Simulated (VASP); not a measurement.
# Ag (Pm-3m) in VASP: single point with PBEsol+D3(BJ)

Aim: the single point of Ag with PBEsol+D3(BJ).

Program: VASP 6.6.1. These are calculated values, not measurements. Logs are shortened: lines on timing, memory, paths and dates and some standing lists are left out, and cuts for length are marked.

## Step 1: The cell of the first run

It takes space group Pm-3m (No. 221, cubic). Conventional cell: a = 4.110 Å, b = 4.110 Å, c = 4.110 Å, α = 90.00°, β = 90.00°, γ = 90.00°. Ag (site symmetry m-3m) has 6 Ag at 4.11 Å within 5.4 Å.

## Step 2: Single point, PBEsol+D3(BJ)

Contents of INCAR:

```
SYSTEM = Ag
PREC = Accurate ; ENCUT = 520
EDIFF = 1E-7 ; ISMEAR = 1
SIGMA = 0.15 ; LREAL = .FALSE.
LASPH = .TRUE. ; NELM = 100
ALGO = Normal ; ISIF = 2
LWAVE = .FALSE. ; LCHARG = .FALSE.
GGA = PS ; IVDW = 12
NBANDS = 12
```

Contents of KPOINTS:

```
regular mesh
0
G
  6 6 6
  0 0 0
```

Contents of POSCAR:

```
Ag
1.0
    4.1102480000      0.0000000000      0.0000000000
    0.0000000000      4.1102480000      0.0000000000
    0.0000000000      0.0000000000      4.1102480000
Ag
1
Direct
    0.5000000000      0.5000000000      0.5000000000
```

Potentials or basis: VASP PAW PBE potentials, release 64 (Ag).

Started as:

```console
> cat potpaw_PBE.64/Ag/POTCAR > POTCAR
> mpirun -np 1 vasp_std > vasp.out
```

OUTCAR:

```text
SYSTEM = Ag
   PREC = Accurate
   ENCUT = 520
   EDIFF = 1E-7
   ISMEAR = 1
   LREAL = .FALSE.
   LASPH = .TRUE.
   NELM = 100
   ISIF = 2
   GGA = PS
   IVDW = 12
 IVDW          = 12

 ion  position               nearest neighbor table
   1  0.500  0.500  0.500-

  LATTYP: Found a simple cubic cell.
 ALAT       =     4.1102480000

  Lattice vectors:

 A1 = (   4.1102480000,   0.0000000000,   0.0000000000)
 A2 = (   0.0000000000,   4.1102480000,   0.0000000000)
 A3 = (   0.0000000000,   0.0000000000,   4.1102480000)

Analysis of symmetry for initial positions (statically):
=====================================================================
 Subroutine PRICEL returns:
 Original cell was already a primitive cell.

 Routine SETGRP: Setting up the symmetry group for a
 simple cubic supercell.

 Subroutine GETGRP returns: Found 48 space group operations
 (whereof 48 operations were pure point group operations)
 out of a pool of 48 trial point group operations.

The static configuration has the point symmetry O_h .

Analysis of symmetry for dynamics (positions and initial velocities):
=====================================================================
 Subroutine PRICEL returns:
 Original cell was already a primitive cell.

 Routine SETGRP: Setting up the symmetry group for a
 simple cubic supercell.

 Subroutine GETGRP returns: Found 48 space group operations
 (whereof 48 operations were pure point group operations)
 out of a pool of 48 trial point group operations.

The dynamic configuration has the point symmetry O_h .

 Subroutine INISYM returns: Found 48 space group operations
 (whereof 48 operations are pure point group operations),
 and found     1 'primitive' translations

----------------------------------------------------------------------------------------

                                     Primitive cell

  volume of cell :      69.4391

  direct lattice vectors                    reciprocal lattice vectors
     4.110248000  0.000000000  0.000000000     0.243294322  0.000000000  0.000000000
     0.000000000  4.110248000  0.000000000     0.000000000  0.243294322  0.000000000
     0.000000000  0.000000000  4.110248000     0.000000000  0.000000000  0.243294322

  length of vectors
     4.110248000  4.110248000  4.110248000     0.243294322  0.243294322  0.243294322

  position of ions in fractional coordinates (direct lattice)
     0.500000000  0.500000000  0.500000000

  ion indices of the primitive-cell ions
   primitive index   ion index
                 1           1

----------------------------------------------------------------------------------------

 KPOINTS: regular mesh

Automatic generation of k-mesh.
 Grid dimensions read from file:
 generate k-points for:    6    6    6

 Generating k-lattice:

  Cartesian coordinates                     Fractional coordinates (reciprocal lattice)
     0.040549054  0.000000000  0.000000000     0.166666667  0.000000000  0.000000000
     0.000000000  0.040549054  0.000000000     0.000000000  0.166666667  0.000000000
     0.000000000  0.000000000  0.040549054     0.000000000  0.000000000  0.166666667

  Length of vectors
     0.040549054  0.040549054  0.040549054

  Shift w.r.t. Gamma in fractional coordinates (k-lattice)
     0.000000000  0.000000000  0.000000000

 Subroutine IBZKPT returns following result:
 ===========================================

 Found     20 irreducible k-points:

 Following reciprocal coordinates:
            Coordinates               Weight
  0.000000  0.000000  0.000000      1.000000
  0.166667  0.000000  0.000000      6.000000
  0.333333  0.000000  0.000000      6.000000
  0.500000  0.000000  0.000000      3.000000
  0.166667  0.166667  0.000000     12.000000
  0.333333  0.166667  0.000000     24.000000
[... 12 lines left out ...]
  0.500000  0.500000  0.333333      6.000000
  0.500000  0.500000  0.500000      1.000000
   k-points           NKPTS =     20   k-points in BZ     NKDIM =     20   number of bands    NBANDS=     12
   number of dos      NEDOS =    301   number of ions     NIONS =      1
   total plane-waves  NPLWV =  32768
   dimension x,y,z NGX =    32 NGY =   32 NGZ =   32
   dimension x,y,z NGXF=    64 NGYF=   64 NGZF=   64
   ions per type =               1
   NGX,Y,Z   is equivalent  to a cutoff of  12.94, 12.94, 12.94 a.u.
   NGXF,Y,Z  is equivalent  to a cutoff of  25.89, 25.89, 25.89 a.u.
 SYSTEM =  Ag
   PREC   = accura    normal or accurate (medium, high low for compatibility)
   ISTART =      0    job   : 0-new  1-cont  2-samecut
   ICHARG =      2    charge: 1-file 2-atom 10-const
   ISPIN  =      1    spin polarized calculation?
   LNONCOLLINEAR =      F non collinear calculations
   LSORBIT =      F    spin-orbit coupling
   LASPH  =      T    aspherical Exc in radial PAW
   ENCUT  =  520.0 eV  38.22 Ry    6.18 a.u.   7.64  7.64  7.64*2*pi/ulx,y,z
   NELM   =    100;   NELMIN=  2; NELMDL= -5     # of ELM steps
   EDIFF  = 0.1E-06   stopping-criterion for ELM
   LREAL  =      F    real-space projection
   EDIFFG = 0.1E-05   stopping-criterion for IOM
   NSW    =      0    number of steps for IOM
   IBRION =     -1    ionic relax: 0-MD 1-quasi-New 2-CG
   NFREE  =      0    steps in history (QN), initial steepest desc. (CG)
   ISIF   =      2    stress and relaxation
   ISYM   =      2    0-nonsym 1-usesym 2-fastsym
   POTIM  = 0.5000    time-step for ionic-motion
   TEBEG  =    0.0;   TEEND  =   0.0 temperature during run
   PSTRESS=    0.0 pullay stress
   NELECT =      11.0000    total number of electrons
   NUPDOWN=      -1.0000    fix difference up-down
   EMIN   =  10.00;   EMAX   =-10.00  energy-range for DOS
   EFERMI =   0.00;   METHOD = LEGACY
   ISMEAR =     1;   SIGMA  =   0.15  broadening in eV -4-tet -1-fermi 0-gaus
   EFERMI_NEDOS =   21; number of points for ismear=-14 and -15
   IALGO  =     38    algorithm
   IMIX   =      4    mixing-type and parameters
     AMIX     =   0.40;   BMIX     =  1.00
     AMIX_MAG =   1.60;   BMIX_MAG =  1.00
  volume/ion in A,a.u.               =      69.44       468.60
  Fermi-wavevector in a.u.,A,eV,Ry     =   0.885804  1.673927 10.675797  0.784649
  Thomas-Fermi vector in A             =   2.006886
   LORBIT       =      0    0 simple, 1 ext, 2 COOP (PROOUT), +10 PAW based schemes
   GGA     = PS    functional components
   LHFCALC =     F    Hartree Fock is set to
   AEXX    =    0.0000 exact exchange contribution
   IVDW    =    12    specifies the selected vdW correction
   LEPSILON=     F    determine dielectric tensor
   LRPA    =     F    only Hartree local field effects (RPA)
 non-spin polarized calculation
 Methfessel and Paxton  Order N= 1 SIGMA  =   0.15
  energy-cutoff  :      520.00
  volume of cell :       69.44
 maximum number of plane-waves:      1890
 NGX is ok and might be reduce to    32
   NGX = 15   NGY = 15   NGZ = 15

 number of electron      10.9999998 magnetization

 Free energy of the ion-electron system (eV)
  ---------------------------------------------------
  ext. energy  EPLUGINS =         0.00000000
  ---------------------------------------------------
  free energy    TOTEN  =        -0.85836185 eV

  energy without entropy =       -0.85894372  energy(sigma->0) =       -0.85855581

 E-fermi :  -1.4383     XC(G=0):  -5.8581

 val. band max:       -1.5440665520   @ k =   0.3333   0.3333   0.0000
 cond. band min:      -1.3331761383   @ k =   0.5000   0.1667   0.1667
 fundamental gap:      0.2108904137
 Fermi energy:        -1.4383469829

 k-point     1 :       0.0000    0.0000    0.0000
  band No.  band energies     occupation
      1      -4.6900      2.00000
      2      -4.6900      2.00000
      3      -4.4109      2.00000
      4      -4.4109      2.00000
      5      -4.4109      2.00000
      6      -3.3705      2.00000
      7       5.6681      0.00000
      8       5.6681      0.00000
      9       5.6681      0.00000
     10       7.0523      0.00000
     11       8.0150      0.00000
     12       8.0150      0.00000

 k-point     2 :       0.1667    0.0000    0.0000
  band No.  band energies     occupation
      1      -4.6847      2.00000
      2      -4.6442      2.00000
      3      -4.4311      2.00000
      4      -4.4311      2.00000
      5      -4.4092      2.00000
      6      -3.1318      2.00000
      7       3.6505      0.00000
      8       5.9158      0.00000
      9       5.9158      0.00000
     10       7.5366      0.00000
     11       8.2101      0.00000
     12      10.1496      0.00000

 k-point     3 :       0.3333    0.0000    0.0000
  band No.  band energies     occupation
      1      -4.6742      2.00000
      2      -4.5645      2.00000
      3      -4.4709      2.00000
      4      -4.4709      2.00000
      5      -4.4058      2.00000
      6      -2.4299      2.00000
      7       1.4210     -0.00000
      8       6.5438      0.00000
      9       6.5438      0.00000
     10       8.1777      0.00000
     11       8.8054      0.00000
     12      10.8903      0.00000

 k-point     4 :       0.5000    0.0000    0.0000
  band No.  band energies     occupation
      1      -4.6689      2.00000
      2      -4.5293      2.00000
      3      -4.4904      2.00000
      4      -4.4904      2.00000
      5      -4.4041      2.00000
      6      -1.7555      2.01087
      7       0.2229     -0.00000
      8       6.9935      0.00000
      9       6.9935      0.00000
     10       9.0815      0.00000
     11       9.5067      0.00000
     12       9.7730      0.00000

 k-point     5 :       0.1667    0.1667    0.0000
  band No.  band energies     occupation
      1      -4.6612      2.00000
      2      -4.6118      2.00000
      3      -4.4559      2.00000
      4      -4.4303      2.00000
      5      -4.4279      2.00000
      6      -2.8961      2.00000
      7       3.8432      0.00000
      8       3.9498      0.00000
      9       6.1637      0.00000
     10       8.0366      0.00000
     11       9.7403      0.00000
     12      10.5249      0.00000
[... 168 lines left out ...]
      1      -4.5565      2.00000
      2      -4.5455      2.00000
      3      -4.5455      2.00000
      4      -4.4228      2.00000
      5      -4.4228      2.00000
      6      -0.6745     -0.00000
      7       3.1681      0.00000
      8       3.1681      0.00000
      9       3.3275      0.00000
     10       6.6517      0.00000
     11       7.4981      0.00000
     12       7.4981      0.00000

 k-point    18 :       0.5000    0.3333    0.3333
  band No.  band energies     occupation
      1      -4.5803      2.00000
      2      -4.5715      2.00000
      3      -4.5439      2.00000
      4      -4.4205      2.00000
      5      -4.3616      2.00000
      6      -0.0605     -0.00000
      7       2.0433      0.00000
      8       3.6475      0.00000
      9       3.8799      0.00000
     10       5.7814      0.00000
     11       6.5739      0.00000
     12       8.0105      0.00000

 k-point    19 :       0.5000    0.5000    0.3333
  band No.  band energies     occupation
      1      -4.6057      2.00000
      2      -4.5700      2.00000
      3      -4.5700      2.00000
      4      -4.3908      2.00000
      5      -4.3242      2.00000
      6       0.5655     -0.00000
      7       2.5480      0.00000
      8       2.5480      0.00000
      9       4.2685      0.00000
     10       5.1411      0.00000
     11       7.0575      0.00000
     12       7.0575      0.00000

 k-point    20 :       0.5000    0.5000    0.5000
  band No.  band energies     occupation
      1      -4.5989      2.00000
      2      -4.5989      2.00000
      3      -4.5989      2.00000
      4      -4.3230      2.00000
      5      -4.3230      2.00000
      6       1.2228     -0.00000
      7       3.0104      0.00000
      8       3.0104      0.00000
      9       3.0104      0.00000
     10       6.1549      0.00000
     11       6.1549      0.00000
     12       6.1549      0.00000

------------------------ aborting loop because EDIFF is reached ----------------------------------------

 Edisp (eV)   -0.19913

 E8    (eV) :    -0.1320

  FORCE on cell =-STRESS in cart. coord.  units (eV):
  Direction    XX          YY          ZZ          XY          YZ          ZX
  --------------------------------------------------------------------------------------
  -------------------------------------------------------------------------------------
  Total      -1.41128    -1.41128    -1.41128    -0.00000    -0.00000     0.00000
  in kB     -32.56263   -32.56263   -32.56263    -0.00000    -0.00000     0.00000
  external pressure =      -32.56 kB  Pullay stress =        0.00 kB

 VOLUME and BASIS-vectors are now :
 -----------------------------------------------------------------------------
  energy-cutoff  :      520.00
  volume of cell :       69.44
      direct lattice vectors                 reciprocal lattice vectors
     4.110248000  0.000000000  0.000000000     0.243294322  0.000000000  0.000000000
     0.000000000  4.110248000  0.000000000     0.000000000  0.243294322  0.000000000
     0.000000000  0.000000000  4.110248000     0.000000000  0.000000000  0.243294322

 POSITION                                       TOTAL-FORCE (eV/Angst)
 -----------------------------------------------------------------------------------
      2.05512      2.05512      2.05512         0.000000      0.000000      0.000000
 -----------------------------------------------------------------------------------
    total drift:                                0.000000     -0.000000     -0.000000

  FREE ENERGIE OF THE ION-ELECTRON SYSTEM (eV)
  ---------------------------------------------------
  free  energy   TOTEN  =        -1.0574899605 eV

  energy  without entropy=       -1.0580718216  energy(sigma->0) =       -1.05768391
```

It took 6.6 s on 1 thread of Intel Xeon Platinum 8559C (Emerald Rapids), shared host; peak memory 0.18 GiB.

What came out:

- Free energy: -1.0575 eV
- Pressure: -3.3 GPa
- Dispersion energy per atom: -0.199 eV

Caveat: three body term missing; the PAW data sets were made with another functional, which shifts forces and pressure a little; pairwise dispersion overbinds metals, which lowers pressure and volume.
